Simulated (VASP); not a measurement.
A run of VASP 6.6.1 is set up as follows.

Contents of INCAR:

```
SYSTEM = TaAl2ZnN4
ALGO     = Normal         ! electronic algorithm
EDIFF    = 1E-6           ! SCF threshold, eV
EDIFFG   = -0.01          ! ionic threshold
ENCUT    = 600            ! plane-wave cutoff, eV
GGA      = PE             ! functional
IBRION   = 2              ! ionic algorithm
ISIF     = 3              ! what is computed and relaxed
ISMEAR   = 0              ! smearing method
LASPH    = .TRUE.         ! aspherical terms in the spheres
LCHARG   = .FALSE.        ! write CHGCAR
LREAL    = .FALSE.        ! projectors in reciprocal space
LWAVE    = .FALSE.        ! write WAVECAR
NELM     = 60             ! most SCF steps
NSW      = 100            ! ionic steps
PREC     = Accurate       ! precision mode
SIGMA    = 0.1            ! smearing width, eV
```

KPOINTS

```
k-points
0
G
  12 12 4
  0 0 0
```

Contents of POSCAR:

```
TaAl2ZnN4
1.0
    3.2375053771      0.0000000000      0.0000000000
   -1.6187526886      2.8037619015      0.0000000000
    0.0000000000      0.0000000000     10.5096681887
Ta Al Zn N
1 2 1 4
Direct
    0.0000000000      0.0000000000      0.4981732929
    0.3333333333      0.6666666667      0.2267904578
    0.3333333333      0.6666666667      0.7605438506
    0.0000000000      0.0000000000      0.9930718305
    0.0000000000      0.0000000000      0.2023144202
    0.3333333333      0.6666666667      0.4262452761
    0.0000000000      0.0000000000      0.6907916871
    0.3333333333      0.6666666667      0.9336006348
```

Potentials or basis: VASP PAW PBE potentials, release 64 (Ta_pv, Al, Zn, N).

Command:

```bash
$ cat potpaw_PBE.64/Ta_pv/POTCAR potpaw_PBE.64/Al/POTCAR potpaw_PBE.64/Zn/POTCAR potpaw_PBE.64/N/POTCAR > POTCAR
$ mpirun -np 1 vasp_std > vasp.out
```

(1) What does it give for the relaxed volume?

(2) What does it give for the space group after relaxing (to 0.1 Å)?

(3) Predict the relaxed cell.

(4) What does it give for the band gap on the k mesh?

Answers

(1) 11.93 Å³/atom.

(2) P3m1 (No. 156).

(3) a = 3.242 Å, b = 3.242 Å, c = 10.487 Å, α = 90.00°, β = 90.00°, γ = 120.00°.

(4) zero (an odd number of electrons rules out a gap without spin polarisation).

Caveat: spin-orbit coupling is left out, which moves the levels of the heavy elements; an odd number of electrons without spin polarisation forces a metal; a magnetic or distorted state may lie lower.
